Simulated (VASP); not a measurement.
# Na (P4/mmm) in VASP: single point with LDA

Aim: the single point of Na with LDA.

Program: VASP 6.6.1. These are calculated values, not measurements. Logs are shortened: lines on timing, memory, paths and dates and some standing lists are left out, and cuts for length are marked.

### 1 The cell of the first run

Symmetry: P4/mmm, No. 123, tetragonal system. The conventional cell has a = 4.202 Å, b = 4.202 Å, c = 5.656 Å, α = 90.00°, β = 90.00°, γ = 90.00°. Within 5.5 Å of Na (site symmetry 4/mmm) lie 4 Na at 4.20 Å.

### 2 Single point, LDA

The input, INCAR:

```
SYSTEM = Na
PREC = Accurate
ENCUT = 520
EDIFF = 1E-7
ISMEAR = -1
SIGMA = 0.1
LREAL = .False.
LASPH = .True.
NELM = 100
ALGO = Normal
ISIF = 2
LWAVE = .False.
LCHARG = .False.
NBANDS = 10
```

The input, KPOINTS:

```
Automatic mesh
0
Gamma
  4 4 3
  0 0 0
```

The input, POSCAR:

```
Na
1.0
    4.2019700000      0.0000000000      0.0000000000
    0.0000000000      4.2019700000      0.0000000000
    0.0000000000      0.0000000000      5.6556110000
Na
1
Direct
    0.0000000000      0.0000000000      0.0000000000
```

Potentials or basis: VASP PAW LDA potentials, release 64 (Na_pv).

Started as:

```sh
$ cat potpaw_LDA.64/Na_pv/POTCAR > POTCAR
$ mpirun -np 1 vasp_std > vasp.out
```

OUTCAR:

```text
SYSTEM = Na
   PREC = Accurate
   ENCUT = 520
   EDIFF = 1E-7
   ISMEAR = -1
   LREAL = .False.
   LASPH = .True.
   NELM = 100
   ISIF = 2

 ion  position               nearest neighbor table
   1  0.000  0.000  0.000-

  LATTYP: Found a simple tetragonal cell.
 ALAT       =     4.2019700000
 C/A-ratio  =     1.3459427364

  Lattice vectors:

 A1 = (   4.2019700000,   0.0000000000,   0.0000000000)
 A2 = (   0.0000000000,   4.2019700000,   0.0000000000)
 A3 = (   0.0000000000,   0.0000000000,   5.6556110000)

Analysis of symmetry for initial positions (statically):
=====================================================================
 Subroutine PRICEL returns:
 Original cell was already a primitive cell.

 Routine SETGRP: Setting up the symmetry group for a
 simple tetragonal supercell.

 Subroutine GETGRP returns: Found 16 space group operations
 (whereof 16 operations were pure point group operations)
 out of a pool of 16 trial point group operations.

The static configuration has the point symmetry D_4h.

Analysis of symmetry for dynamics (positions and initial velocities):
=====================================================================
 Subroutine PRICEL returns:
 Original cell was already a primitive cell.

 Routine SETGRP: Setting up the symmetry group for a
 simple tetragonal supercell.

 Subroutine GETGRP returns: Found 16 space group operations
 (whereof 16 operations were pure point group operations)
 out of a pool of 16 trial point group operations.

The dynamic configuration has the point symmetry D_4h.

 Subroutine INISYM returns: Found 16 space group operations
 (whereof 16 operations are pure point group operations),
 and found     1 'primitive' translations

----------------------------------------------------------------------------------------

                                     Primitive cell

  volume of cell :      99.8586

  direct lattice vectors                    reciprocal lattice vectors
     4.201970000  0.000000000  0.000000000     0.237983612  0.000000000  0.000000000
     0.000000000  4.201970000  0.000000000     0.000000000  0.237983612  0.000000000
     0.000000000  0.000000000  5.655611000     0.000000000  0.000000000  0.176815555

  length of vectors
     4.201970000  4.201970000  5.655611000     0.237983612  0.237983612  0.176815555

  position of ions in fractional coordinates (direct lattice)
     0.000000000  0.000000000  0.000000000

  ion indices of the primitive-cell ions
   primitive index   ion index
                 1           1

----------------------------------------------------------------------------------------

 KPOINTS: Automatic mesh

Automatic generation of k-mesh.
 Grid dimensions read from file:
 generate k-points for:    4    4    3

 Generating k-lattice:

  Cartesian coordinates                     Fractional coordinates (reciprocal lattice)
     0.059495903  0.000000000  0.000000000     0.250000000  0.000000000  0.000000000
     0.000000000  0.059495903  0.000000000     0.000000000  0.250000000  0.000000000
     0.000000000  0.000000000  0.058938518     0.000000000  0.000000000  0.333333333

  Length of vectors
     0.059495903  0.059495903  0.058938518

  Shift w.r.t. Gamma in fractional coordinates (k-lattice)
     0.000000000  0.000000000  0.000000000

 Subroutine IBZKPT returns following result:
 ===========================================

 Found     12 irreducible k-points:

 Following reciprocal coordinates:
            Coordinates               Weight
  0.000000  0.000000  0.000000      1.000000
  0.250000  0.000000  0.000000      4.000000
  0.500000  0.000000  0.000000      2.000000
  0.250000  0.250000  0.000000      4.000000
  0.500000  0.250000  0.000000      4.000000
  0.500000  0.500000  0.000000      1.000000
  0.000000  0.000000  0.333333      2.000000
  0.250000  0.000000  0.333333      8.000000
  0.500000  0.000000  0.333333      4.000000
  0.250000  0.250000  0.333333      8.000000
  0.500000  0.250000  0.333333      8.000000
  0.500000  0.500000  0.333333      2.000000
   k-points           NKPTS =     12   k-points in BZ     NKDIM =     12   number of bands    NBANDS=     10
   number of dos      NEDOS =    301   number of ions     NIONS =      1
   total plane-waves  NPLWV =  43008
   dimension x,y,z NGX =    32 NGY =   32 NGZ =   42
   dimension x,y,z NGXF=    64 NGYF=   64 NGZF=   84
   ions per type =               1
   NGX,Y,Z   is equivalent  to a cutoff of  12.66, 12.66, 12.35 a.u.
   NGXF,Y,Z  is equivalent  to a cutoff of  25.32, 25.32, 24.69 a.u.
 SYSTEM =  Na
   PREC   = accura    normal or accurate (medium, high low for compatibility)
   ISTART =      0    job   : 0-new  1-cont  2-samecut
   ICHARG =      2    charge: 1-file 2-atom 10-const
   ISPIN  =      1    spin polarized calculation?
   LNONCOLLINEAR =      F non collinear calculations
   LSORBIT =      F    spin-orbit coupling
   LASPH  =      T    aspherical Exc in radial PAW
   ENCUT  =  520.0 eV  38.22 Ry    6.18 a.u.   7.81  7.81 10.52*2*pi/ulx,y,z
   NELM   =    100;   NELMIN=  2; NELMDL= -5     # of ELM steps
   EDIFF  = 0.1E-06   stopping-criterion for ELM
   LREAL  =      F    real-space projection
   EDIFFG = 0.1E-05   stopping-criterion for IOM
   NSW    =      0    number of steps for IOM
   IBRION =     -1    ionic relax: 0-MD 1-quasi-New 2-CG
   NFREE  =      0    steps in history (QN), initial steepest desc. (CG)
   ISIF   =      2    stress and relaxation
   ISYM   =      2    0-nonsym 1-usesym 2-fastsym
   POTIM  = 0.5000    time-step for ionic-motion
   TEBEG  =    0.0;   TEEND  =   0.0 temperature during run
   PSTRESS=    0.0 pullay stress
   NELECT =       7.0000    total number of electrons
   NUPDOWN=      -1.0000    fix difference up-down
   EMIN   =  10.00;   EMAX   =-10.00  energy-range for DOS
   EFERMI =   0.00;   METHOD = LEGACY
   ISMEAR =    -1;   SIGMA  =   0.10  broadening in eV -4-tet -1-fermi 0-gaus
   EFERMI_NEDOS =   21; number of points for ismear=-14 and -15
   IALGO  =     38    algorithm
   IMIX   =      4    mixing-type and parameters
     AMIX     =   0.40;   BMIX     =  1.00
     AMIX_MAG =   1.60;   BMIX_MAG =  1.00
  volume/ion in A,a.u.               =      99.86       673.88
  Fermi-wavevector in a.u.,A,eV,Ry     =   0.675013  1.275590  6.199400  0.455643
  Thomas-Fermi vector in A             =   1.751903
   LORBIT       =      0    0 simple, 1 ext, 2 COOP (PROOUT), +10 PAW based schemes
   GGA     = CA    functional components
   LHFCALC =     F    Hartree Fock is set to
   AEXX    =    0.0000 exact exchange contribution
   IVDW    =     0    specifies the selected vdW correction
   LEPSILON=     F    determine dielectric tensor
   LRPA    =     F    only Hartree local field effects (RPA)
 non-spin polarized calculation
  energy-cutoff  :      520.00
  volume of cell :       99.86
 maximum number of plane-waves:      2705
 NGX is ok and might be reduce to    32
   NGX = 15   NGY = 15   NGZ = 21

 number of electron       6.9999997 magnetization

 Free energy of the ion-electron system (eV)
  ---------------------------------------------------
  ext. energy  EPLUGINS =         0.00000000
  ---------------------------------------------------
  free energy    TOTEN  =        -0.93853203 eV

  energy without entropy =       -0.91424405  energy(sigma->0) =       -0.92638804

 E-fermi :  -1.7523     XC(G=0):  -4.3761

 val. band max:       -1.8054662148   @ k =   0.2500   0.2500   0.3333
 cond. band min:      -1.3201290289   @ k =   0.5000   0.0000   0.0000
 fundamental gap:      0.4853371859
 Fermi energy:        -1.7523006455

 k-point     1 :       0.0000    0.0000    0.0000
  band No.  band energies     occupation
      1     -27.3612      2.00000
      2     -27.3429      2.00000
      3     -27.3429      2.00000
      4      -3.2717      2.00000
      5       1.3820      0.00000
      6       1.9681      0.00000
      7       4.7015      0.00000
      8       4.9336      0.00000
      9       4.9336      0.00000
     10       5.9412      0.00000

 k-point     2 :       0.2500    0.0000    0.0000
  band No.  band energies     occupation
      1     -27.3610      2.00000
      2     -27.3452      2.00000
      3     -27.3427      2.00000
      4      -2.7355      1.99989
      5       1.4728      0.00000
      6       1.8804      0.00000
      7       2.5262      0.00000
      8       5.4137      0.00000
      9       5.7046      0.00000
     10       6.0118      0.00000

 k-point     3 :       0.5000    0.0000    0.0000
  band No.  band energies     occupation
      1     -27.3608      2.00000
      2     -27.3476      2.00000
      3     -27.3425      2.00000
      4      -1.3201      0.02621
      5      -0.9361      0.00057
      6       3.0991      0.00000
      7       3.7722      0.00000
      8       3.9473      0.00000
      9       4.2155      0.00000
     10       6.6318      0.00000

 k-point     4 :       0.2500    0.2500    0.0000
  band No.  band energies     occupation
      1     -27.3608      2.00000
      2     -27.3450      2.00000
      3     -27.3450      2.00000
      4      -2.2013      1.97780
      5       1.7939      0.00000
      6       2.1943      0.00000
      7       2.3775      0.00000
      8       3.1198      0.00000
      9       6.1686      0.00000
     10       6.4566      0.00000

 k-point     5 :       0.5000    0.2500    0.0000
  band No.  band energies     occupation
      1     -27.3607      2.00000
      2     -27.3473      2.00000
      3     -27.3448      2.00000
      4      -0.7775      0.00012
      5      -0.4310      0.00000
      6       3.2925      0.00000
      7       3.5838      0.00000
      8       3.7597      0.00000
      9       4.2814      0.00000
     10       4.7542      0.00000

 k-point     6 :       0.5000    0.5000    0.0000
  band No.  band energies     occupation
      1     -27.3605      2.00000
      2     -27.3471      2.00000
      3     -27.3471      2.00000
      4       0.7897      0.00000
      5       0.7897      0.00000
      6       0.8449      0.00000
      7       1.5124      0.00000
      8       4.7802      0.00000
      9       5.4068      0.00000
     10       5.4068      0.00000

 k-point     7 :       0.0000    0.0000    0.3333
  band No.  band energies     occupation
      1     -27.3613      2.00000
      2     -27.3429      2.00000
      3     -27.3429      2.00000
      4      -2.8776      1.99997
      5      -0.7462      0.00009
      6       4.9824      0.00000
      7       5.1137      0.00000
      8       5.2655      0.00000
      9       5.2655      0.00000
     10       6.4588      0.00000

 k-point     8 :       0.2500    0.0000    0.3333
  band No.  band energies     occupation
      1     -27.3611      2.00000
      2     -27.3452      2.00000
      3     -27.3427      2.00000
      4      -2.3403      1.99442
      5      -0.2293      0.00000
      6       1.8624      0.00000
      7       3.9607      0.00000
      8       5.6020      0.00000
      9       5.7390      0.00000
     10       6.3963      0.00000

 k-point     9 :       0.5000    0.0000    0.3333
  band No.  band energies     occupation
      1     -27.3609      2.00000
      2     -27.3476      2.00000
      3     -27.3425      2.00000
      4      -0.9051      0.00042
      5      -0.5691      0.00001
      6       1.1035      0.00000
      7       1.6069      0.00000
      8       6.6969      0.00000
      9       6.9422      0.00000
     10       7.4538      0.00000

 k-point    10 :       0.2500    0.2500    0.3333
  band No.  band energies     occupation
      1     -27.3609      2.00000
      2     -27.3450      2.00000
      3     -27.3450      2.00000
      4      -1.8055      1.25974
      5       0.2863      0.00000
      6       2.1233      0.00000
      7       2.6878      0.00000
      8       4.4552      0.00000
      9       4.5296      0.00000
     10       6.1268      0.00000

 k-point    11 :       0.5000    0.2500    0.3333
  band No.  band energies     occupation
      1     -27.3607      2.00000
      2     -27.3473      2.00000
      3     -27.3448      2.00000
      4      -0.3621      0.00000
      5      -0.0679      0.00000
      6       1.6084      0.00000
      7       2.1263      0.00000
      8       3.8331      0.00000
      9       4.1245      0.00000
     10       5.7524      0.00000

 k-point    12 :       0.5000    0.5000    0.3333
  band No.  band energies     occupation
      1     -27.3605      2.00000
      2     -27.3471      2.00000
      3     -27.3471      2.00000
      4       1.1277      0.00000
      5       1.1277      0.00000
      6       1.3309      0.00000
      7       1.8948      0.00000
      8       3.0078      0.00000
      9       3.4033      0.00000
     10       3.4033      0.00000

------------------------ aborting loop because EDIFF is reached ----------------------------------------

  FORCE on cell =-STRESS in cart. coord.  units (eV):
  Direction    XX          YY          ZZ          XY          YZ          ZX
  --------------------------------------------------------------------------------------
  -------------------------------------------------------------------------------------
  Total       -0.7880151     -0.7880151     -0.2716008      0.0000000      0.0000000     -0.0000000
  in kB      -12.6432785    -12.6432785     -4.3576890      0.0000000      0.0000000     -0.0000000
  external PRESSURE =      -9.8814154 kB  Pullay stress =       0.0000000 kB

 VOLUME and BASIS-vectors are now :
 -----------------------------------------------------------------------------
  energy-cutoff  :      520.00
  volume of cell :       99.86
      direct lattice vectors                 reciprocal lattice vectors
     4.201970000  0.000000000  0.000000000     0.237983612  0.000000000  0.000000000
     0.000000000  4.201970000  0.000000000     0.000000000  0.237983612  0.000000000
     0.000000000  0.000000000  5.655611000     0.000000000  0.000000000  0.176815555

 POSITION                                       TOTAL-FORCE (eV/Angst)
 -----------------------------------------------------------------------------------
      0.00000      0.00000      0.00000         0.000000      0.000000      0.000000
 -----------------------------------------------------------------------------------
    total drift:                                0.000000      0.000000      0.000000

  FREE ENERGIE OF THE ION-ELECTRON SYSTEM (eV)
  ---------------------------------------------------
  free  energy   TOTEN  =        -0.9385320252 eV

  energy  without entropy=       -0.9142440481  energy(sigma->0) =       -0.92638804
```

It took 5.7 s on 1 thread of AMD EPYC 7R13 (Zen 3), shared host; peak memory 0.12 GiB.

What came out:

```
Free energy : -0.9385 eV
Pressure    : -1.0 GPa
```

Caveat: the k points lie up to 0.37 Å⁻¹ apart.
